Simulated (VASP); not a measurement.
# BiAs (CsCl type) (Pm-3m) in VASP: further runs

BiAs (CsCl type) is run at these levels: PBEsol; tasks: single point.

All numbers are computed with VASP 6.6.1; they aren't measurements. Logs are shortened: lines on timing, memory, paths and dates and some standing lists are left out, and cuts for length are marked.

### 1 The cell of the first run

It takes space group Pm-3m (No. 221, cubic). The conventional cell has a = 2.781 Å, b = 2.781 Å, c = 2.781 Å, α = 90.00°, β = 90.00°, γ = 90.00°. Within 3.2 Å of Bi (site symmetry m-3m) lie 8 As at 2.41 Å and 6 Bi at 2.78 Å. Within 3.2 Å of As (site symmetry m-3m) lie 8 Bi at 2.41 Å and 6 As at 2.78 Å.

### 2 Single point, PBEsol (volume scaled by 0.45, source ansatz)

File INCAR:

```
PREC = Accurate
ENCUT = 520
EDIFF = 1E-6
ISMEAR = -1
SIGMA = 0.08
LREAL = F
LASPH = T
NELM = 80
ALGO = Normal
ISIF = 2
LWAVE = F
LCHARG = F
GGA = PS
NBANDS = 17
```

File KPOINTS:

```
Automatic mesh
0
Gamma
  12 12 12
```

File POSCAR:

```
BiAs
1.0
    2.7814990320      0.0000000000      0.0000000000
    0.0000000000      2.7814990320      0.0000000000
    0.0000000000      0.0000000000      2.7814990320
Bi As
1 1
Direct
    0.0000000000      0.0000000000      0.0000000000
    0.5000000000      0.5000000000      0.5000000000
```

Potentials or basis: VASP PAW PBE potentials, release 64 (Bi_d, As).

The run is started by

```sh
$ cat potpaw_PBE.64/Bi_d/POTCAR potpaw_PBE.64/As/POTCAR > POTCAR
$ mpirun -np 1 vasp_std > vasp.out
```

OUTCAR:

```text
PREC = Accurate
   ENCUT = 520
   EDIFF = 1E-6
   ISMEAR = -1
   LREAL = F
   LASPH = T
   NELM = 80
   ISIF = 2
   GGA = PS

 ion  position               nearest neighbor table
   1  0.000  0.000  0.000-   2 2.41   2 2.41   2 2.41   2 2.41   2 2.41   2 2.41   2 2.41   2 2.41

   2  0.500  0.500  0.500-   1 2.41   1 2.41   1 2.41   1 2.41   1 2.41   1 2.41   1 2.41   1 2.41

  LATTYP: Found a simple cubic cell.
 ALAT       =     2.7814990320

  Lattice vectors:

 A1 = (   2.7814990320,   0.0000000000,   0.0000000000)
 A2 = (   0.0000000000,   2.7814990320,   0.0000000000)
 A3 = (   0.0000000000,   0.0000000000,   2.7814990320)

Analysis of symmetry for initial positions (statically):
=====================================================================
 Subroutine PRICEL returns:
 Original cell was already a primitive cell.

 Routine SETGRP: Setting up the symmetry group for a
 simple cubic supercell.

 Subroutine GETGRP returns: Found 48 space group operations
 (whereof 48 operations were pure point group operations)
 out of a pool of 48 trial point group operations.

The static configuration has the point symmetry O_h .

Analysis of symmetry for dynamics (positions and initial velocities):
=====================================================================
 Subroutine PRICEL returns:
 Original cell was already a primitive cell.

 Routine SETGRP: Setting up the symmetry group for a
 simple cubic supercell.

 Subroutine GETGRP returns: Found 48 space group operations
 (whereof 48 operations were pure point group operations)
 out of a pool of 48 trial point group operations.

The dynamic configuration has the point symmetry O_h .

 Subroutine INISYM returns: Found 48 space group operations
 (whereof 48 operations are pure point group operations),
 and found     1 'primitive' translations

----------------------------------------------------------------------------------------

                                     Primitive cell

  volume of cell :      21.5197

  direct lattice vectors                    reciprocal lattice vectors
     2.781499032  0.000000000  0.000000000     0.359518371  0.000000000  0.000000000
     0.000000000  2.781499032  0.000000000     0.000000000  0.359518371  0.000000000
     0.000000000  0.000000000  2.781499032     0.000000000  0.000000000  0.359518371

  length of vectors
     2.781499032  2.781499032  2.781499032     0.359518371  0.359518371  0.359518371

  position of ions in fractional coordinates (direct lattice)
     0.000000000  0.000000000  0.000000000
[... 77 lines left out ...]
   NELM   =     80;   NELMIN=  2; NELMDL= -5     # of ELM steps
   EDIFF  = 0.1E-05   stopping-criterion for ELM
   LREAL  =      F    real-space projection
   EDIFFG = 0.1E-04   stopping-criterion for IOM
   NSW    =      0    number of steps for IOM
   IBRION =     -1    ionic relax: 0-MD 1-quasi-New 2-CG
   NFREE  =      0    steps in history (QN), initial steepest desc. (CG)
   ISIF   =      2    stress and relaxation
   ISYM   =      2    0-nonsym 1-usesym 2-fastsym
   POTIM  = 0.5000    time-step for ionic-motion
   TEBEG  =    0.0;   TEEND  =   0.0 temperature during run
   PSTRESS=    0.0 pullay stress
   NELECT =      20.0000    total number of electrons
   NUPDOWN=      -1.0000    fix difference up-down
   EMIN   =  10.00;   EMAX   =-10.00  energy-range for DOS
   EFERMI =   0.00;   METHOD = LEGACY
   ISMEAR =    -1;   SIGMA  =   0.08  broadening in eV -4-tet -1-fermi 0-gaus
   EFERMI_NEDOS =   21; number of points for ismear=-14 and -15
   IALGO  =     38    algorithm
   IMIX   =      4    mixing-type and parameters
     AMIX     =   0.40;   BMIX     =  1.00
     AMIX_MAG =   1.60;   BMIX_MAG =  1.00
  volume/ion in A,a.u.               =      10.76        72.61
  Fermi-wavevector in a.u.,A,eV,Ry     =   1.597617  3.019058 34.727225  2.552379
  Thomas-Fermi vector in A             =   2.695195
   LORBIT       =      0    0 simple, 1 ext, 2 COOP (PROOUT), +10 PAW based schemes
   GGA     = PS    functional components
   LHFCALC =     F    Hartree Fock is set to
   AEXX    =    0.0000 exact exchange contribution
   IVDW    =     0    specifies the selected vdW correction
   LEPSILON=     F    determine dielectric tensor
   LRPA    =     F    only Hartree local field effects (RPA)
 non-spin polarized calculation
  energy-cutoff  :      520.00
  volume of cell :       21.52
 maximum number of plane-waves:       592
 NGX is ok and might be reduce to    24
   NGX = 11   NGY = 11   NGZ = 11

 number of electron      19.9999994 magnetization

 Free energy of the ion-electron system (eV)
  ---------------------------------------------------
  ext. energy  EPLUGINS =         0.00000000
  ---------------------------------------------------
  free energy    TOTEN  =         5.44116739 eV

  energy without entropy =        5.45553644  energy(sigma->0) =        5.44835192

 E-fermi :  22.7216     XC(G=0): -15.0788

 val. band max:       22.7085602258   @ k =   0.5000   0.5000   0.0833
 cond. band min:      22.8721150405   @ k =   0.5000   0.5000   0.2500
 fundamental gap:      0.1635548147
 Fermi energy:        22.7215803923

 k-point     1 :       0.0000    0.0000    0.0000
  band No.  band energies     occupation
      1      -3.8057      2.00000
      2      -3.8057      2.00000
      3      -2.3636      2.00000
      4      -2.3636      2.00000
      5      -2.3636      2.00000
      6      -2.3590      2.00000
[... 457 lines left out ...]
      4      -2.6679      2.00000
      5      -2.2412      2.00000
      6       4.5420      2.00000
[... 9 lines left out ...]
     16      37.3897      0.00000
     17      37.4055      0.00000

 [... further k-points ...]

------------------------ aborting loop because EDIFF is reached ----------------------------------------

  FORCE on cell =-STRESS in cart. coord.  units (eV):
  Direction    XX          YY          ZZ          XY          YZ          ZX
  --------------------------------------------------------------------------------------
  -------------------------------------------------------------------------------------
  Total       49.2273454     49.2273454     49.2273454     -0.0000000     -0.0000000      0.0000000
  in kB     3665.0530042   3665.0530042   3665.0530042     -0.0000000     -0.0000000      0.0000000
  external PRESSURE =    3665.0530042 kB  Pullay stress =       0.0000000 kB

 VOLUME and BASIS-vectors are now :
 -----------------------------------------------------------------------------
  energy-cutoff  :      520.00
  volume of cell :       21.52
      direct lattice vectors                 reciprocal lattice vectors
     2.781499032  0.000000000  0.000000000     0.359518371  0.000000000  0.000000000
     0.000000000  2.781499032  0.000000000     0.000000000  0.359518371  0.000000000
     0.000000000  0.000000000  2.781499032     0.000000000  0.000000000  0.359518371

 POSITION                                       TOTAL-FORCE (eV/Angst)
 -----------------------------------------------------------------------------------
      0.00000      0.00000      0.00000         0.000000      0.000000      0.000000
      1.39075      1.39075      1.39075         0.000000      0.000000      0.000000
 -----------------------------------------------------------------------------------
    total drift:                                0.000000      0.000000      0.000000

  FREE ENERGIE OF THE ION-ELECTRON SYSTEM (eV)
  ---------------------------------------------------
  free  energy   TOTEN  =         5.4411673910 eV

  energy  without entropy=        5.4555364442  energy(sigma->0) =        5.44835192
```

OSZICAR:

```text
N       E                     dE             d eps       ncg     rms          rms(c)
DAV:   1     0.166369316029E+03    0.16637E+03   -0.10484E+04  2960   0.165E+03
DAV:   2     0.126437298807E+02   -0.15373E+03   -0.14863E+03  3211   0.380E+02
DAV:   3     0.489804517381E+01   -0.77457E+01   -0.76536E+01  3582   0.838E+01
DAV:   4     0.479402950858E+01   -0.10402E+00   -0.10392E+00  3558   0.917E+00
DAV:   5     0.479172988359E+01   -0.22996E-02   -0.22994E-02  3898   0.133E+00    0.798E+00
DAV:   6     0.525844440973E+01    0.46671E+00   -0.31650E-01  4001   0.104E+01    0.474E+00
DAV:   7     0.542993021687E+01    0.17149E+00   -0.19071E-01  4172   0.576E+00    0.103E+00
DAV:   8     0.544099093820E+01    0.11061E-01   -0.18975E-02  3793   0.206E+00    0.304E-01
DAV:   9     0.544097166046E+01   -0.19278E-04   -0.68129E-04  4096   0.396E-01    0.106E-01
DAV:  10     0.544116211869E+01    0.19046E-03   -0.15309E-04  3744   0.243E-01    0.251E-02
DAV:  11     0.544116684331E+01    0.47246E-05   -0.15191E-05  4323   0.630E-02    0.233E-02
DAV:  12     0.544116739105E+01    0.54774E-06   -0.28944E-06  3037   0.313E-02
   1 F= 0.54411674E+01 E0= 0.54483519E+01  d E =-.143691E-01
```

Run time: 19 s. Hardware: 1 thread of Intel Xeon Platinum 8259CL at 2.50GHz (Skylake/Cascade Lake), shared host; peak memory 0.16 GiB.

Results:

```
Free energy            : 5.4412 eV
Pressure               : 366.5 GPa
Band gap on the k mesh : zero (band 10 reaches 26.99 eV, above the bottom of band 11 at 16.60 eV)
```

Caveat: the PAW data sets were made with another functional, which shifts forces and pressure a little; spin-orbit coupling is left out, which moves the levels of the heavy elements.

### 3 Single point, PBEsol (volume scaled by 0.6)

INCAR, as its differences from that of step 2:

```diff
@@ -7,3 +7,3 @@
 LASPH = T
-NELM = 80
+NELM = 60
 ALGO = Normal
```

File KPOINTS:

```
regular mesh
0
Gamma
  12 12 12
```

File POSCAR:

```
BiAs
1.0
    3.0614358155      0.0000000000      0.0000000000
    0.0000000000      3.0614358155      0.0000000000
    0.0000000000      0.0000000000      3.0614358155
Bi As
1 1
Direct
    0.0000000000      0.0000000000      0.0000000000
    0.5000000000      0.5000000000      0.5000000000
```

Potentials or basis: VASP PAW PBE potentials, release 64 (Bi_d, As).

The run is started by

```sh
$ cat potpaw_PBE.64/Bi_d/POTCAR potpaw_PBE.64/As/POTCAR > POTCAR
$ mpirun -np 1 vasp_std > vasp.out
```

OUTCAR:

```text
PREC = Accurate
   ENCUT = 520
   EDIFF = 1E-6
   ISMEAR = -1
   LREAL = F
   LASPH = T
   NELM = 60
   ISIF = 2
   GGA = PS

 ion  position               nearest neighbor table
   1  0.000  0.000  0.000-   2 2.65   2 2.65   2 2.65   2 2.65   2 2.65   2 2.65   2 2.65   2 2.65

   2  0.500  0.500  0.500-   1 2.65   1 2.65   1 2.65   1 2.65   1 2.65   1 2.65   1 2.65   1 2.65

  LATTYP: Found a simple cubic cell.
 ALAT       =     3.0614358155

  Lattice vectors:

 A1 = (   3.0614358155,   0.0000000000,   0.0000000000)
 A2 = (   0.0000000000,   3.0614358155,   0.0000000000)
 A3 = (   0.0000000000,   0.0000000000,   3.0614358155)

Analysis of symmetry for initial positions (statically):
=====================================================================
 Subroutine PRICEL returns:
 Original cell was already a primitive cell.

 Routine SETGRP: Setting up the symmetry group for a
 simple cubic supercell.

 Subroutine GETGRP returns: Found 48 space group operations
 (whereof 48 operations were pure point group operations)
 out of a pool of 48 trial point group operations.

The static configuration has the point symmetry O_h .

Analysis of symmetry for dynamics (positions and initial velocities):
=====================================================================
 Subroutine PRICEL returns:
 Original cell was already a primitive cell.

 Routine SETGRP: Setting up the symmetry group for a
 simple cubic supercell.

 Subroutine GETGRP returns: Found 48 space group operations
 (whereof 48 operations were pure point group operations)
 out of a pool of 48 trial point group operations.

The dynamic configuration has the point symmetry O_h .

 Subroutine INISYM returns: Found 48 space group operations
 (whereof 48 operations are pure point group operations),
 and found     1 'primitive' translations

[... 111 lines left out ...]
   IALGO  =     38    algorithm
   IMIX   =      4    mixing-type and parameters
     AMIX     =   0.40;   BMIX     =  1.00
     AMIX_MAG =   1.60;   BMIX_MAG =  1.00
  volume/ion in A,a.u.               =      14.35        96.81
  Fermi-wavevector in a.u.,A,eV,Ry     =   1.451531  2.742996 28.666692  2.106942
  Thomas-Fermi vector in A             =   2.569018
   LORBIT       =      0    0 simple, 1 ext, 2 COOP (PROOUT), +10 PAW based schemes
   GGA     = PS    functional components
   LHFCALC =     F    Hartree Fock is set to
   AEXX    =    0.0000 exact exchange contribution
   IVDW    =     0    specifies the selected vdW correction
   LEPSILON=     F    determine dielectric tensor
   LRPA    =     F    only Hartree local field effects (RPA)
 non-spin polarized calculation
  energy-cutoff  :      520.00
  volume of cell :       28.69
 maximum number of plane-waves:       804
 NGX is ok and might be reduce to    24
   NGX = 11   NGY = 11   NGZ = 11

 number of electron      20.0000005 magnetization

 Free energy of the ion-electron system (eV)
  ---------------------------------------------------
  ext. energy  EPLUGINS =         0.00000000
  ---------------------------------------------------
  free energy    TOTEN  =        -4.42732546 eV

  energy without entropy =       -4.40574395  energy(sigma->0) =       -4.41653471

 E-fermi :  16.0013     XC(G=0): -13.4344

 val. band max:       15.9787980159   @ k =   0.2500   0.2500   0.0833
 cond. band min:      16.0115051924   @ k =   0.3333   0.3333   0.0000
 fundamental gap:      0.0327071765
 Fermi energy:        16.0013209175

 k-point     1 :       0.0000    0.0000    0.0000
  band No.  band energies     occupation
      1      -8.4841      2.00000
      2      -8.4841      2.00000
      3      -7.8631      2.00000
      4      -7.8631      2.00000
      5      -7.8631      2.00000
      6      -4.2086      2.00000
[... 457 lines left out ...]
      4      -7.9889      2.00000
      5      -7.7740      2.00000
      6       1.0248      2.00000
[... 9 lines left out ...]
     16      28.3861      0.00000
     17      28.7389      0.00000

 [... further k-points ...]

------------------------ aborting loop because EDIFF is reached ----------------------------------------

  FORCE on cell =-STRESS in cart. coord.  units (eV):
  Direction    XX          YY          ZZ          XY          YZ          ZX
  --------------------------------------------------------------------------------------
  -------------------------------------------------------------------------------------
  Total       21.8980020     21.8980020     21.8980020      0.0000000      0.0000000     -0.0000000
  in kB     1222.7554227   1222.7554227   1222.7554227      0.0000000      0.0000000     -0.0000000
  external PRESSURE =    1222.7554227 kB  Pullay stress =       0.0000000 kB

 VOLUME and BASIS-vectors are now :
 -----------------------------------------------------------------------------
  energy-cutoff  :      520.00
  volume of cell :       28.69
      direct lattice vectors                 reciprocal lattice vectors
     3.061435815  0.000000000  0.000000000     0.326644117  0.000000000  0.000000000
     0.000000000  3.061435815  0.000000000     0.000000000  0.326644117  0.000000000
     0.000000000  0.000000000  3.061435815     0.000000000  0.000000000  0.326644117

 POSITION                                       TOTAL-FORCE (eV/Angst)
 -----------------------------------------------------------------------------------
      0.00000      0.00000      0.00000         0.000000      0.000000      0.000000
      1.53072      1.53072      1.53072         0.000000      0.000000      0.000000
 -----------------------------------------------------------------------------------
    total drift:                                0.000000      0.000000      0.000000

  FREE ENERGIE OF THE ION-ELECTRON SYSTEM (eV)
  ---------------------------------------------------
  free  energy   TOTEN  =        -4.4273254586 eV

  energy  without entropy=       -4.4057439533  energy(sigma->0) =       -4.41653471
```

OSZICAR:

```text
N       E                     dE             d eps       ncg     rms          rms(c)
DAV:   1     0.155315333923E+03    0.15532E+03   -0.10517E+04  2888   0.151E+03
DAV:   2     0.383431509060E+01   -0.15148E+03   -0.14694E+03  3122   0.364E+02
DAV:   3    -0.452662315763E+01   -0.83609E+01   -0.82445E+01  3630   0.837E+01
DAV:   4    -0.466627061153E+01   -0.13965E+00   -0.13951E+00  3478   0.105E+01
DAV:   5    -0.467044276895E+01   -0.41722E-02   -0.41719E-02  3988   0.177E+00    0.453E+00
DAV:   6    -0.447481023165E+01    0.19563E+00   -0.23904E-01  4247   0.613E+00    0.274E+00
DAV:   7    -0.443270542346E+01    0.42105E-01   -0.79442E-02  4051   0.248E+00    0.867E-01
DAV:   8    -0.442741721743E+01    0.52882E-02   -0.83540E-03  3742   0.100E+00    0.153E-01
DAV:   9    -0.442735281041E+01    0.64407E-04   -0.32468E-04  3964   0.191E-01    0.727E-02
DAV:  10    -0.442732834362E+01    0.24467E-04   -0.45008E-05  3751   0.840E-02    0.106E-02
DAV:  11    -0.442732529486E+01    0.30488E-05   -0.56420E-06  3727   0.318E-02    0.420E-03
DAV:  12    -0.442732545863E+01   -0.16376E-06   -0.91172E-07  1876   0.143E-02
   1 F= -.44273255E+01 E0= -.44165347E+01  d E =-.215815E-01
```

It took 20 s on 1 thread of Intel Xeon Platinum 8259CL at 2.50GHz (Skylake/Cascade Lake), shared host; peak memory 0.16 GiB.

What came out:

| Item | Value |
| --- | --- |
| Free energy | -4.4273 eV |
| Pressure | 122.3 GPa |
| Band gap on the k mesh | zero (band 10 reaches 18.45 eV, above the bottom of band 11 at 11.06 eV) |

Caveat: the PAW data sets were made with another functional, which shifts forces and pressure a little; spin-orbit coupling is left out, which moves the levels of the heavy elements.

### 4 Single point, PBEsol (volume scaled by 0.68)

File INCAR:

```
SYSTEM = BiAs
PREC = Accurate
ENCUT = 520
EDIFF = 1E-6
ISMEAR = -1
SIGMA = 0.08
LREAL = .False.
LASPH = .True.
NELM = 100
ALGO = Normal
ISIF = 2
LWAVE = .False.
LCHARG = .False.
GGA = PS
NBANDS = 17
```

File KPOINTS:

```
regular mesh
0
Gamma
  12 12 12
  0 0 0
```

File POSCAR:

```
BiAs
1.0
    3.1918640069      0.0000000000      0.0000000000
    0.0000000000      3.1918640069      0.0000000000
    0.0000000000      0.0000000000      3.1918640069
Bi As
1 1
Direct
    0.0000000000      0.0000000000      0.0000000000
    0.5000000000      0.5000000000      0.5000000000
```

The run is started by

```sh
$ cat potpaw_PBE.64/Bi_d/POTCAR potpaw_PBE.64/As/POTCAR > POTCAR
$ mpirun -np 1 vasp_std > vasp.out
```

Wall time 20 s (1 thread of Intel Xeon Platinum 8259CL at 2.50GHz (Skylake/Cascade Lake), shared host); peak memory 0.17 GiB.

The run converged. Its results:

- Free energy: -6.6662 eV
- Pressure: 69.8 GPa
- Band gap on the k mesh: zero (band 10 reaches 15.43 eV, above the bottom of band 11 at 9.20 eV)

Levels at points of the mesh, in eV from the Fermi level:
```csv
k point,band 6,band 7,band 8,band 9,band 10,band 11,band 12,band 13,band 14,band 15
"(0.00, 0.00, 0.00)",-18.41,-5.39,-3.25,-3.25,-3.25,3.10,3.10,9.78,9.78,9.78
"(0.50, 0.00, 0.00)",-14.48,-14.21,0.49,0.49,0.67,1.09,1.97,1.97,4.23,7.61
"(0.50, 0.50, 0.00)",-11.39,-10.97,-8.90,-8.90,1.04,5.03,5.03,5.08,7.84,9.26
"(0.50, 0.50, 0.50)",-9.86,-8.93,-4.50,-4.50,-4.50,-4.32,-4.32,-4.32,19.54,19.54
```

Caveat: the PAW data sets were made with another functional, which shifts forces and pressure a little; spin-orbit coupling is left out, which moves the levels of the heavy elements.

(Continued in part 2 of 2.)
